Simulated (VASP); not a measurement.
# Ge (Fd-3m) in VASP: a series of runs

Runs on Ge. Level: PBEsol. Tasks: single point.

Program: VASP 6.6.1. These are calculated values, not measurements. Logs are shortened: lines on timing, memory, paths and dates and some standing lists are left out, and cuts for length are marked.

## Step 1: The cell of the first run

It takes space group Fd-3m (No. 227, cubic). Conventional cell: a = 5.686 Å, b = 5.686 Å, c = 5.686 Å, α = 90.00°, β = 90.00°, γ = 90.00°. Within 3.3 Å of Ge (site symmetry -43m) lie 4 Ge at 2.46 Å.

## Step 2: Single point, PBEsol

INCAR reads:

```
  ALGO = Normal
  EDIFF = 1E-6
  ENCUT = 520
  GGA = PS
  ISIF = 2
  ISMEAR = -1
  LASPH = T
  LCHARG = T
  LELF = T
  LREAL = F
  LVHAR = T
  LWAVE = F
  NBANDS = 21
  NELM = 80
  PREC = Accurate
  SIGMA = 0.05
```

KPOINTS reads:

```
k-points
0
Gamma
  9 9 9
```

POSCAR reads:

```
Ge
1.0
    0.0000000000      2.8427929441      2.8427929441
    2.8427929441      0.0000000000      2.8427929441
    2.8427929441      2.8427929441      0.0000000000
Ge
2
Direct
    0.5000000000      0.5000000000      0.5000000000
    0.7500000000      0.7500000000      0.7500000000
```

Potentials or basis: VASP PAW PBE potentials, release 64 (Ge_d).

On the command line:

```console
$ cat potpaw_PBE.64/Ge_d/POTCAR > POTCAR
$ mpirun -np 1 vasp_std > vasp.out
```

OUTCAR:

```text
EDIFF = 1E-6
   ENCUT = 520
   GGA = PS
   ISIF = 2
   ISMEAR = -1
   LASPH = T
   LREAL = F
   NELM = 80
   PREC = Accurate

 ion  position               nearest neighbor table
   1  0.500  0.500  0.500-   2 2.46   2 2.46   2 2.46   2 2.46
   2  0.750  0.750  0.750-   1 2.46   1 2.46   1 2.46   1 2.46

  LATTYP: Found a face centered cubic cell.
 ALAT       =     5.6855858882

  Lattice vectors:

 A1 = (   0.0000000000,   2.8427929441,   2.8427929441)
 A2 = (   2.8427929441,   0.0000000000,   2.8427929441)
 A3 = (   2.8427929441,   2.8427929441,   0.0000000000)

Analysis of symmetry for initial positions (statically):
=====================================================================
 Subroutine PRICEL returns:
 Original cell was already a primitive cell.

 Routine SETGRP: Setting up the symmetry group for a
 face centered cubic supercell.

 Subroutine GETGRP returns: Found 48 space group operations
 (whereof 24 operations were pure point group operations)
 out of a pool of 48 trial point group operations.

The static configuration has the point symmetry T_d .
 The point group associated with its full space group is O_h .

Analysis of symmetry for dynamics (positions and initial velocities):
=====================================================================
 Subroutine PRICEL returns:
 Original cell was already a primitive cell.

 Routine SETGRP: Setting up the symmetry group for a
 face centered cubic supercell.

 Subroutine GETGRP returns: Found 48 space group operations
 (whereof 24 operations were pure point group operations)
 out of a pool of 48 trial point group operations.

The dynamic configuration has the point symmetry T_d .
 The point group associated with its full space group is O_h .

 Subroutine INISYM returns: Found 48 space group operations
 (whereof 24 operations are pure point group operations),
 and found     1 'primitive' translations

----------------------------------------------------------------------------------------

                                     Primitive cell

  volume of cell :      45.9479

  direct lattice vectors                    reciprocal lattice vectors
     0.000000000  2.842792944  2.842792944    -0.175883369  0.175883369  0.175883369
     2.842792944  0.000000000  2.842792944     0.175883369 -0.175883369  0.175883369
     2.842792944  2.842792944  0.000000000     0.175883369  0.175883369 -0.175883369

  length of vectors
     4.020316337  4.020316337  4.020316337     0.304638931  0.304638931  0.304638931

  position of ions in fractional coordinates (direct lattice)
     0.500000000  0.500000000  0.500000000
     0.750000000  0.750000000  0.750000000

  ion indices of the primitive-cell ions
   primitive index   ion index
                 1           1
                 2           2

----------------------------------------------------------------------------------------

 KPOINTS: k-points

Automatic generation of k-mesh.
 Grid dimensions read from file:
 generate k-points for:    9    9    9

 Generating k-lattice:

  Cartesian coordinates                     Fractional coordinates (reciprocal lattice)
    -0.019542597  0.019542597  0.019542597     0.111111111  0.000000000  0.000000000
     0.019542597 -0.019542597  0.019542597     0.000000000  0.111111111  0.000000000
     0.019542597  0.019542597 -0.019542597     0.000000000  0.000000000  0.111111111

  Length of vectors
     0.033848770  0.033848770  0.033848770

  Shift w.r.t. Gamma in fractional coordinates (k-lattice)
     0.000000000  0.000000000  0.000000000

 Subroutine IBZKPT returns following result:
 ===========================================

 Found     35 irreducible k-points:

 Following reciprocal coordinates:
            Coordinates               Weight
  0.000000  0.000000  0.000000      1.000000
  0.111111  0.000000  0.000000      8.000000
  0.222222  0.000000  0.000000      8.000000
  0.333333  0.000000  0.000000      8.000000
  0.444444  0.000000  0.000000      8.000000
  0.111111  0.111111  0.000000      6.000000
[... 16 lines left out ...]
 -0.333333  0.333333  0.000000     12.000000
  0.444444  0.444444  0.000000      6.000000
 [... further k-points ...]
   k-points           NKPTS =     35   k-points in BZ     NKDIM =     35   number of bands    NBANDS=     21
   number of dos      NEDOS =    301   number of ions     NIONS =      2
   total plane-waves  NPLWV =  27000
   dimension x,y,z NGX =    30 NGY =   30 NGZ =   30
   dimension x,y,z NGXF=    60 NGYF=   60 NGZF=   60
   ions per type =               2
   NGX,Y,Z   is equivalent  to a cutoff of  12.41, 12.41, 12.41 a.u.
   NGXF,Y,Z  is equivalent  to a cutoff of  24.81, 24.81, 24.81 a.u.
 SYSTEM =  unknown system
   PREC   = accura    normal or accurate (medium, high low for compatibility)
   ISTART =      0    job   : 0-new  1-cont  2-samecut
   ICHARG =      2    charge: 1-file 2-atom 10-const
   ISPIN  =      1    spin polarized calculation?
   LNONCOLLINEAR =      F non collinear calculations
   LSORBIT =      F    spin-orbit coupling
   LASPH  =      T    aspherical Exc in radial PAW
   ENCUT  =  520.0 eV  38.22 Ry    6.18 a.u.   7.48  7.48  7.48*2*pi/ulx,y,z
   NELM   =     80;   NELMIN=  2; NELMDL= -5     # of ELM steps
   EDIFF  = 0.1E-05   stopping-criterion for ELM
   LREAL  =      F    real-space projection
[... 7 lines left out ...]
   TEBEG  =    0.0;   TEEND  =   0.0 temperature during run
   PSTRESS=    0.0 pullay stress
   NELECT =      28.0000    total number of electrons
   NUPDOWN=      -1.0000    fix difference up-down
   EMIN   =  10.00;   EMAX   =-10.00  energy-range for DOS
   EFERMI =   0.00;   METHOD = LEGACY
   ISMEAR =    -1;   SIGMA  =   0.05  broadening in eV -4-tet -1-fermi 0-gaus
   EFERMI_NEDOS =   21; number of points for ismear=-14 and -15
   IALGO  =     38    algorithm
   IMIX   =      4    mixing-type and parameters
     AMIX     =   0.40;   BMIX     =  1.00
     AMIX_MAG =   1.60;   BMIX_MAG =  1.00
  volume/ion in A,a.u.               =      22.97       155.04
  Fermi-wavevector in a.u.,A,eV,Ry     =   1.387945  2.622836 26.210148  1.926392
  Thomas-Fermi vector in A             =   2.512118
   LORBIT       =      0    0 simple, 1 ext, 2 COOP (PROOUT), +10 PAW based schemes
   GGA     = PS    functional components
   LHFCALC =     F    Hartree Fock is set to
   AEXX    =    0.0000 exact exchange contribution
   IVDW    =     0    specifies the selected vdW correction
   LEPSILON=     F    determine dielectric tensor
   LRPA    =     F    only Hartree local field effects (RPA)
 non-spin polarized calculation
  energy-cutoff  :      520.00
  volume of cell :       45.95
 maximum number of plane-waves:      1261
 NGX is ok and might be reduce to    30
   NGX = 15   NGY = 15   NGZ = 15

 number of electron      28.0000010 magnetization

 Free energy of the ion-electron system (eV)
  ---------------------------------------------------
  ext. energy  EPLUGINS =         0.00000000
  ---------------------------------------------------
  free energy    TOTEN  =        -9.86856395 eV

  energy without entropy =       -9.86777528  energy(sigma->0) =       -9.86816961

 E-fermi :   4.7131     XC(G=0): -10.0586

 val. band max:        4.5811660770   @ k =   0.0000   0.0000   0.0000
 cond. band min:       4.7205092267   @ k =   0.0000   0.0000   0.0000
 fundamental gap:      0.1393431497
 Fermi energy:         4.7131424544

 k-point     1 :       0.0000    0.0000    0.0000
  band No.  band energies     occupation
      1     -20.0220      2.00000
      2     -20.0220      2.00000
      3     -20.0220      2.00000
      4     -19.9866      2.00000
      5     -19.9866      2.00000
      6     -19.7823      2.00000
[... 13 lines left out ...]
     20      14.1604      0.00000
     21      14.1604      0.00000

 k-point     2 :       0.1111    0.0000    0.0000
  band No.  band energies     occupation
      1     -20.0286      2.00000
      2     -20.0286      2.00000
      3     -20.0201      2.00000
      4     -19.9775      2.00000
      5     -19.9775      2.00000
      6     -19.7925      2.00000
[... 13 lines left out ...]
     20      13.3372      0.00000
     21      13.3372      0.00000

 k-point     3 :       0.2222    0.0000    0.0000
  band No.  band energies     occupation
      1     -20.0378      2.00000
      2     -20.0378      2.00000
      3     -20.0151      2.00000
      4     -19.9624      2.00000
      5     -19.9624      2.00000
      6     -19.8051      2.00000
[... 13 lines left out ...]
     20      12.9147      0.00000
     21      12.9147      0.00000

 k-point     4 :       0.3333    0.0000    0.0000
  band No.  band energies     occupation
      1     -20.0434      2.00000
      2     -20.0434      2.00000
      3     -20.0092      2.00000
      4     -19.9513      2.00000
      5     -19.9513      2.00000
      6     -19.8131      2.00000
[... 13 lines left out ...]
     20      13.6112      0.00000
     21      13.6112      0.00000

 k-point     5 :       0.4444    0.0000    0.0000
  band No.  band energies     occupation
      1     -20.0455      2.00000
      2     -20.0455      2.00000
      3     -20.0053      2.00000
      4     -19.9465      2.00000
      5     -19.9465      2.00000
      6     -19.8160      2.00000
[... 13 lines left out ...]
     20      15.1970      0.00000
     21      15.1970      0.00000
[... 382 lines left out ...]
     20      16.1876      0.00000
     21      16.8987      0.00000

 k-point    22 :      -0.4444    0.3333    0.0000
  band No.  band energies     occupation
      1     -20.0691      2.00000
      2     -20.0549      2.00000
      3     -19.9747      2.00000
      4     -19.9154      2.00000
      5     -19.8977      2.00000
      6     -19.8716      2.00000
[... 13 lines left out ...]
     20      15.1917      0.00000
     21      17.4218      0.00000

 k-point    23 :      -0.3333    0.3333    0.0000
  band No.  band energies     occupation
      1     -20.0722      2.00000
      2     -20.0561      2.00000
      3     -19.9691      2.00000
      4     -19.9013      2.00000
      5     -19.8954      2.00000
      6     -19.8822      2.00000
[... 13 lines left out ...]
     20      13.5673      0.00000
     21      18.0411      0.00000

 k-point    24 :       0.4444    0.4444    0.0000
  band No.  band energies     occupation
      1     -20.0541      2.00000
      2     -20.0541      2.00000
      3     -19.9898      2.00000
      4     -19.9505      2.00000
      5     -19.8946      2.00000
      6     -19.8570      2.00000
[... 13 lines left out ...]
     20      16.8128      0.00000
     21      17.5061      0.00000

 [... further k-points ...]
[... 5 lines left out ...]
  --------------------------------------------------------------------------------------
  -------------------------------------------------------------------------------------
  Total       -0.1217999     -0.1217999     -0.1217999      0.0000000      0.0000000     -0.0000000
  in kB       -4.2470951     -4.2470951     -4.2470951      0.0000000      0.0000000     -0.0000000
  external PRESSURE =      -4.2470951 kB  Pullay stress =       0.0000000 kB

 VOLUME and BASIS-vectors are now :
 -----------------------------------------------------------------------------
  energy-cutoff  :      520.00
  volume of cell :       45.95
      direct lattice vectors                 reciprocal lattice vectors
     0.000000000  2.842792944  2.842792944    -0.175883369  0.175883369  0.175883369
     2.842792944  0.000000000  2.842792944     0.175883369 -0.175883369  0.175883369
     2.842792944  2.842792944  0.000000000     0.175883369  0.175883369 -0.175883369

 POSITION                                       TOTAL-FORCE (eV/Angst)
 -----------------------------------------------------------------------------------
      2.84279      2.84279      2.84279        -0.000000     -0.000000     -0.000000
      4.26419      4.26419      4.26419         0.000000      0.000000      0.000000
 -----------------------------------------------------------------------------------
    total drift:                                0.000000     -0.000000     -0.000000

  FREE ENERGIE OF THE ION-ELECTRON SYSTEM (eV)
  ---------------------------------------------------
  free  energy   TOTEN  =        -9.8685639476 eV

  energy  without entropy=       -9.8677752783  energy(sigma->0) =       -9.86816961
```

Run time: 18 s. Hardware: 1 thread of AMD EPYC 9R45 (Zen 5), shared host; peak memory 0.14 GiB.

Results:

```yaml
Free_energy: -9.8686 eV
Pressure: -0.4 GPa
Band_gap_on_the_k_mesh: zero (filled and empty bands touch)
```

Caveat: the PAW data sets were made with another functional, which shifts forces and pressure a little.

## Step 3: Single point, PBEsol (volume scaled by 1.04)

INCAR reads:

```
SYSTEM = Ge
  PREC = Accurate
  ENCUT = 520
  EDIFF = 1E-6
  ISMEAR = -1
  SIGMA = 0.05
  LREAL = .False.
  LASPH = .True.
  NELM = 80
  ALGO = Normal
  ISIF = 2
  LWAVE = .False.
  LCHARG = .False.
  GGA = PS
  NBANDS = 21
```

KPOINTS reads:

```
Automatic mesh
0
Gamma
  9 9 9
  0 0 0
```

POSCAR reads:

```
Ge
1.0
    0.0000000000      2.8802024045      2.8802024045
    2.8802024045      0.0000000000      2.8802024045
    2.8802024045      2.8802024045      0.0000000000
Ge
2
Direct
    0.5000000000      0.5000000000      0.5000000000
    0.7500000000      0.7500000000      0.7500000000
```

Potentials or basis: VASP PAW PBE potentials, release 64 (Ge_d).

On the command line:

```console
$ cat potpaw_PBE.64/Ge_d/POTCAR > POTCAR
$ mpirun -np 1 vasp_std > vasp.out
```

Run time: 17 s. Hardware: 1 thread of AMD EPYC 9R45 (Zen 5), shared host; peak memory 0.14 GiB.

It converged, with:

| Quantity | Value |
| --- | --- |
| Free energy | -9.8504 eV |
| Pressure | -2.8 GPa |
| Band gap on the k mesh | zero (band 14 reaches 4.35 eV, above the bottom of band 15 at 4.34 eV) |

Levels at points of the mesh, in eV from the Fermi level:
| k point | band 10 | band 11 | band 12 | band 13 | band 14 | band 15 | band 16 | band 17 | band 18 | band 19 |
| --- | --- | --- | --- | --- | --- | --- | --- | --- | --- | --- |
| (0.00, 0.00, 0.00) | -24.40 | -12.33 | -0.42 | 0.07 | 0.07 | 0.07 | 2.58 | 2.58 | 2.58 | 6.16 |

Caveat: the PAW data sets were made with another functional, which shifts forces and pressure a little.
